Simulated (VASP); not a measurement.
# Tl2SnS4 in VASP: single point with PBEsol

Aim: the single point of Tl2SnS4 with PBEsol.

Everything below comes from runs of VASP 6.6.1. Logs are shortened: lines on timing, memory, paths and dates and some standing lists are left out, and cuts for length are marked.

### 1 The cell of the first run

The typed cell holds 7 atoms: a = 7.211 Å, b = 7.211 Å, c = 6.842 Å, α = 114.42°, β = 114.43°, γ = 31.40°.

### 2 Single point, PBEsol

Contents of INCAR:

```
ALGO     = Normal         # electronic algorithm
EDIFF    = 1E-6           # SCF threshold, eV
ENCUT    = 520            # plane-wave cutoff, eV
GGA      = PS             # functional
ISIF     = 2              # what is computed and relaxed
ISMEAR   = -1             # smearing method
LASPH    = True           # aspherical terms in the spheres
LCHARG   = False          # write CHGCAR
LREAL    = False          # projectors in reciprocal space
LWAVE    = False          # write WAVECAR
NBANDS   = 41             # bands
NELM     = 100            # most SCF steps
PREC     = Accurate       # precision mode
SIGMA    = 0.05           # smearing width, eV
```

Contents of KPOINTS:

```
k-points
0
Gamma
  6 6 4
```

Contents of POSCAR:

```
Tl2SnS4
1.0
    6.9418981580     -1.9510638494      0.0119338029
    6.9420772447      1.9517984304      0.0120583265
   -2.9491943984      0.0000674596      6.1732302344
Tl Sn S
2 1 4
Direct
    0.3071832411      0.2564731739      0.3020808197
    0.7403924313      0.6895929725      0.6950300820
    0.0236973639     -0.0268786404     -0.0014759047
    0.1338597300      0.0831525137      0.4210002850
    0.9137255572      0.8629858629      0.5760214495
    0.3946949444      0.3442669468      0.0106941184
    0.6526711039      0.6020647405      0.9864056386
```

Potentials or basis: VASP PAW PBE potentials, release 64 (Tl_d, Sn_d, S).

Started as:

```
> cat potpaw_PBE.64/Tl_d/POTCAR potpaw_PBE.64/Sn_d/POTCAR potpaw_PBE.64/S/POTCAR > POTCAR
> mpirun -np 1 vasp_std > vasp.out
```

OUTCAR:

```text
EDIFF = 1E-6
   ENCUT = 520
   GGA = PS
   ISIF = 2
   ISMEAR = -1
   LASPH = True
   LREAL = False
   NELM = 100
   PREC = Accurate

 ion  position               nearest neighbor table
   1  0.307  0.256  0.302-   5 2.67   5 2.67   6 2.75   4 2.85   7 3.02   7 3.02   3 3.57   2 3.75
                             2 3.75
   2  0.740  0.690  0.695-   4 2.67   4 2.67   7 2.75   5 2.85   6 3.01   6 3.02   3 3.57   1 3.75
                             1 3.75
   3  0.024  0.973  0.999-   4 2.63   5 2.63   6 2.67   6 2.67   7 2.67   7 2.67   2 3.57   1 3.57

   4  0.134  0.083  0.421-   3 2.63   2 2.67   2 2.67   1 2.85
   5  0.914  0.863  0.576-   3 2.63   1 2.67   1 2.67   2 2.85
   6  0.395  0.344  0.011-   3 2.67   3 2.67   1 2.75   2 3.01   2 3.02
   7  0.653  0.602  0.986-   3 2.67   3 2.67   2 2.75   1 3.02   1 3.02

  LATTYP: Found a triclinic cell.
 ALAT       =     7.2108766871
 B/A-ratio  =     0.9487790878
 C/A-ratio  =     0.5412465717
 COS(alpha) =     0.0000188692
 COS(beta)  =     0.2705281222
 COS(gamma) =     0.4135020000

  Lattice vectors:

 A1 = (  -6.9418981580,   1.9510638494,  -0.0119338029)
 A2 = (  -2.9491943984,   0.0000674596,   6.1732302344)
 A3 = (   0.0001790867,   3.9028622798,   0.0001245236)

Analysis of symmetry for initial positions (statically):
=====================================================================
 Subroutine PRICEL returns:
 Original cell was already a primitive cell.

 Routine SETGRP: Setting up the symmetry group for a
 triclinic supercell.

 Subroutine GETGRP returns: Found  1 space group operations
 (whereof  1 operations were pure point group operations)
 out of a pool of  2 trial point group operations.

The static configuration has the point symmetry C_1 .

Analysis of symmetry for dynamics (positions and initial velocities):
=====================================================================
 Subroutine PRICEL returns:
 Original cell was already a primitive cell.

 Routine SETGRP: Setting up the symmetry group for a
 triclinic supercell.

 Subroutine GETGRP returns: Found  1 space group operations
 (whereof  1 operations were pure point group operations)
 out of a pool of  2 trial point group operations.

The dynamic configuration has the point symmetry C_1 .

 Subroutine INISYM returns: Found  1 space group operations
 (whereof  1 operations are pure point group operations),
 and found     1 'primitive' translations

----------------------------------------------------------------------------------------

                                     Primitive cell

  volume of cell :     167.3932

  direct lattice vectors                    reciprocal lattice vectors
     6.941898158 -1.951063849  0.011933803     0.071979609 -0.256226610  0.034390285
     6.942077245  1.951798430  0.012058326     0.071952528  0.256217812  0.034371747
    -2.949194398  0.000067460  6.173230234    -0.000279694 -0.000005151  0.161856125

  length of vectors
     7.210876687  7.211248088  6.841529005     0.268357656  0.268339618  0.161856367

  position of ions in fractional coordinates (direct lattice)
     0.307183241  0.256473174  0.302080820
     0.740392431  0.689592973  0.695030082
     0.023697364  0.973121360  0.998524095
     0.133859730  0.083152514  0.421000285
     0.913725557  0.862985863  0.576021449
     0.394694944  0.344266947  0.010694118
     0.652671104  0.602064740  0.986405639

  ion indices of the primitive-cell ions
   primitive index   ion index
                 1           1
                 2           2
                 3           3
                 4           4
                 5           5
                 6           6
                 7           7

----------------------------------------------------------------------------------------

 KPOINTS: k-points

Automatic generation of k-mesh.
 Grid dimensions read from file:
 generate k-points for:    6    6    4

 Generating k-lattice:

  Cartesian coordinates                     Fractional coordinates (reciprocal lattice)
     0.011996602 -0.042704435  0.005731714     0.166666667  0.000000000 -0.000000000
     0.011992088  0.042702969  0.005728625     0.000000000  0.166666667  0.000000000
    -0.000069924 -0.000001288  0.040464031    -0.000000000 -0.000000000  0.250000000

  Length of vectors
     0.044726276  0.044723270  0.040464092

  Shift w.r.t. Gamma in fractional coordinates (k-lattice)
     0.000000000  0.000000000  0.000000000

 Subroutine IBZKPT returns following result:
 ===========================================

 Found     76 irreducible k-points:

 Following reciprocal coordinates:
            Coordinates               Weight
  0.000000  0.000000  0.000000      1.000000
  0.166667 -0.000000 -0.000000      2.000000
  0.333333 -0.000000 -0.000000      2.000000
  0.500000 -0.000000  0.000000      1.000000
 -0.000000  0.166667  0.000000      2.000000
  0.166667  0.166667  0.000000      2.000000
[... 16 lines left out ...]
  0.333333  0.000000  0.250000      2.000000
  0.500000 -0.000000  0.250000      2.000000
 [... further k-points ...]
   k-points           NKPTS =     76   k-points in BZ     NKDIM =     76   number of bands    NBANDS=     41
   number of dos      NEDOS =    301   number of ions     NIONS =      7
   total plane-waves  NPLWV = 157464
   dimension x,y,z NGX =    54 NGY =   54 NGZ =   54
   dimension x,y,z NGXF=   108 NGYF=  108 NGZF=  108
   ions per type =               2   1   4
   NGX,Y,Z   is equivalent  to a cutoff of  12.45, 12.45, 13.12 a.u.
   NGXF,Y,Z  is equivalent  to a cutoff of  24.90, 24.90, 26.24 a.u.
 SYSTEM =  unknown system
   PREC   = accura    normal or accurate (medium, high low for compatibility)
   ISTART =      0    job   : 0-new  1-cont  2-samecut
   ICHARG =      2    charge: 1-file 2-atom 10-const
   ISPIN  =      1    spin polarized calculation?
   LNONCOLLINEAR =      F non collinear calculations
   LSORBIT =      F    spin-orbit coupling
   LASPH  =      T    aspherical Exc in radial PAW
   ENCUT  =  520.0 eV  38.22 Ry    6.18 a.u.  13.41 13.41 12.72*2*pi/ulx,y,z
   NELM   =    100;   NELMIN=  2; NELMDL= -5     # of ELM steps
   EDIFF  = 0.1E-05   stopping-criterion for ELM
   LREAL  =      F    real-space projection
   EDIFFG = 0.1E-04   stopping-criterion for IOM
   NSW    =      0    number of steps for IOM
   IBRION =     -1    ionic relax: 0-MD 1-quasi-New 2-CG
   NFREE  =      0    steps in history (QN), initial steepest desc. (CG)
   ISIF   =      2    stress and relaxation
   ISYM   =      2    0-nonsym 1-usesym 2-fastsym
   POTIM  = 0.5000    time-step for ionic-motion
   TEBEG  =    0.0;   TEEND  =   0.0 temperature during run
   PSTRESS=    0.0 pullay stress
   NELECT =      64.0000    total number of electrons
   NUPDOWN=      -1.0000    fix difference up-down
   EMIN   =  10.00;   EMAX   =-10.00  energy-range for DOS
   EFERMI =   0.00;   METHOD = LEGACY
   ISMEAR =    -1;   SIGMA  =   0.05  broadening in eV -4-tet -1-fermi 0-gaus
   EFERMI_NEDOS =   21; number of points for ismear=-14 and -15
   IALGO  =     38    algorithm
   IMIX   =      4    mixing-type and parameters
     AMIX     =   0.40;   BMIX     =  1.00
     AMIX_MAG =   1.60;   BMIX_MAG =  1.00
  volume/ion in A,a.u.               =      23.91       161.38
  Fermi-wavevector in a.u.,A,eV,Ry     =   1.188198  2.245369 19.208905  1.411815
  Thomas-Fermi vector in A             =   2.324333
   LORBIT       =      0    0 simple, 1 ext, 2 COOP (PROOUT), +10 PAW based schemes
   GGA     = PS    functional components
   LHFCALC =     F    Hartree Fock is set to
   AEXX    =    0.0000 exact exchange contribution
   IVDW    =     0    specifies the selected vdW correction
   LEPSILON=     F    determine dielectric tensor
   LRPA    =     F    only Hartree local field effects (RPA)
 non-spin polarized calculation
  energy-cutoff  :      520.00
  volume of cell :      167.39
 maximum number of plane-waves:      4536
 NGX is ok and might be reduce to    54
   NGX = 27   NGY = 27   NGZ = 25

 number of electron      64.0000003 magnetization

 Free energy of the ion-electron system (eV)
  ---------------------------------------------------
  ext. energy  EPLUGINS =         0.00000000
  ---------------------------------------------------
  free energy    TOTEN  =       -28.31066949 eV

  energy without entropy =      -28.28552212  energy(sigma->0) =      -28.29809580

 E-fermi :   5.2634     XC(G=0):  -9.8893

 val. band max:        5.2601831683   @ k =   0.3333  -0.0000  -0.0000
 cond. band min:       5.3019908741   @ k =   0.3333   0.3333   0.2500
 fundamental gap:      0.0418077058
 Fermi energy:         5.2634362515

 k-point     1 :       0.0000    0.0000    0.0000
  band No.  band energies     occupation
      1     -16.3215      2.00000
      2     -16.2848      2.00000
      3     -16.2728      2.00000
      4     -16.2574      2.00000
      5     -16.2257      2.00000
      6      -8.6832      2.00000
[... 33 lines left out ...]
     40      10.3818      0.00000
     41      11.1588      0.00000

 k-point     2 :       0.1667   -0.0000   -0.0000
  band No.  band energies     occupation
      1     -16.3166      2.00000
      2     -16.2947      2.00000
      3     -16.2664      2.00000
      4     -16.2555      2.00000
      5     -16.2286      2.00000
      6      -8.4934      2.00000
[... 33 lines left out ...]
     40      10.3953      0.00000
     41      11.1251      0.00000

 k-point     3 :       0.3333   -0.0000   -0.0000
  band No.  band energies     occupation
      1     -16.3141      2.00000
      2     -16.3095      2.00000
      3     -16.2597      2.00000
      4     -16.2428      2.00000
      5     -16.2343      2.00000
      6      -8.0159      2.00000
[... 875 lines left out ...]
      2     -16.3094      2.00000
      3     -16.2597      2.00000
      4     -16.2428      2.00000
      5     -16.2343      2.00000
      6      -7.9961      2.00000
[... 33 lines left out ...]
     40      10.6765      0.00000
     41      10.9795      0.00000

 k-point    24 :       0.5000   -0.0000    0.2500
  band No.  band energies     occupation
      1     -16.3238      2.00000
      2     -16.3067      2.00000
      3     -16.2586      2.00000
      4     -16.2372      2.00000
      5     -16.2333      2.00000
      6      -7.7177      2.00000
[... 33 lines left out ...]
     40      10.4862      0.00000
     41      11.0273      0.00000

 [... further k-points ...]

------------------------ aborting loop because EDIFF is reached ----------------------------------------

  FORCE on cell =-STRESS in cart. coord.  units (eV):
  Direction    XX          YY          ZZ          XY          YZ          ZX
  --------------------------------------------------------------------------------------
  -------------------------------------------------------------------------------------
  Total       -0.0041358     -0.0535538     -0.0581986     -0.0009812     -0.0014197     -0.0069853
  in kB       -0.0395851     -0.5125817     -0.5570381     -0.0093914     -0.0135888     -0.0668586
  external PRESSURE =      -0.3697350 kB  Pullay stress =       0.0000000 kB

 VOLUME and BASIS-vectors are now :
 -----------------------------------------------------------------------------
  energy-cutoff  :      520.00
  volume of cell :      167.39
      direct lattice vectors                 reciprocal lattice vectors
     6.941898158 -1.951063849  0.011933803     0.071979609 -0.256226610  0.034390285
     6.942077245  1.951798430  0.012058326     0.071952528  0.256217812  0.034371747
    -2.949194398  0.000067460  6.173230234    -0.000279694 -0.000005151  0.161856125

 POSITION                                       TOTAL-FORCE (eV/Angst)
 -----------------------------------------------------------------------------------
      3.02200     -0.09873      1.87157        -0.003896      0.000147      0.012530
      7.87716     -0.09856      4.30773         0.004715      0.000200     -0.012662
      3.97515      1.85317      6.17614         0.000249      0.000437     -0.000561
      0.26488     -0.09884      2.60153        -0.009283      0.000081     -0.005674
     10.63511     -0.09832      3.57722         0.008904     -0.000055      0.006477
      5.09832     -0.09813      0.07488         0.006317     -0.000712      0.003194
      5.80125     -0.09823      6.10436        -0.007005     -0.000098     -0.003304
 -----------------------------------------------------------------------------------
    total drift:                               -0.000223      0.000157     -0.000191

  FREE ENERGIE OF THE ION-ELECTRON SYSTEM (eV)
  ---------------------------------------------------
  free  energy   TOTEN  =       -28.3106694863 eV

  energy  without entropy=      -28.2855221164  energy(sigma->0) =      -28.29809580
```

Run time: 17 min. Hardware: 1 thread of Intel Xeon Platinum 8259CL at 2.50GHz (Skylake/Cascade Lake), shared host; peak memory 0.71 GiB.

What came out:

- Free energy: -28.3107 eV
- Pressure: 0.0 GPa
- Largest force: 0.014 eV/Å
- Band gap on the k mesh: zero (bands 32 and 33 overlap by 0.90 eV)

Forces on the atoms (eV/Å):
```
Tl  -0.004  0.000  0.013
Tl   0.005  0.000 -0.013
Sn   0.000  0.000 -0.001
S   -0.009  0.000 -0.006
S    0.009  0.000  0.006
S    0.006 -0.001  0.003
S   -0.007  0.000 -0.003
```

Levels at points of the mesh, in eV from the Fermi level:
```
           k point  band 28  band 29  band 30  band 31  band 32  band 33  band 34  band 35  band 36  band 37
(0.00, 0.00, 0.00)    -2.02    -1.42    -1.32    -1.28    -1.05    -0.53     1.55     2.23     4.46     4.58
(0.50, 0.00, 0.00)    -2.53    -2.28    -1.58    -1.52    -0.24     0.27     1.50     2.90     3.93     4.03
(0.00, 0.50, 0.00)    -2.53    -2.28    -1.58    -1.52    -0.24     0.27     1.50     2.90     3.93     4.04
(0.50, 0.50, 0.00)    -1.67    -1.29    -1.22    -1.07    -0.09     0.46     0.98     2.04     3.17     3.21
(0.00, 0.00, 0.50)    -2.17    -1.41    -1.26    -0.84    -0.03     0.80     1.14     2.52     4.07     4.17
(0.50, 0.00, 0.50)    -2.35    -2.18    -1.82    -1.24    -0.65    -0.29     0.63     2.39     3.91     4.33
(0.00, 0.50, 0.50)    -2.35    -2.18    -1.82    -1.24    -0.65    -0.29     0.63     2.39     3.91     4.33
(0.50, 0.50, 0.50)    -2.06    -2.02    -1.51    -1.34    -0.29     0.15     1.43     2.53     4.02     4.07
```

Caveat: the PAW data sets were made with another functional, which shifts forces and pressure a little; spin-orbit coupling is left out, which moves the levels of the heavy elements.

The gap in the log of VASP goes by the Fermi energy; the results here count the filled bands.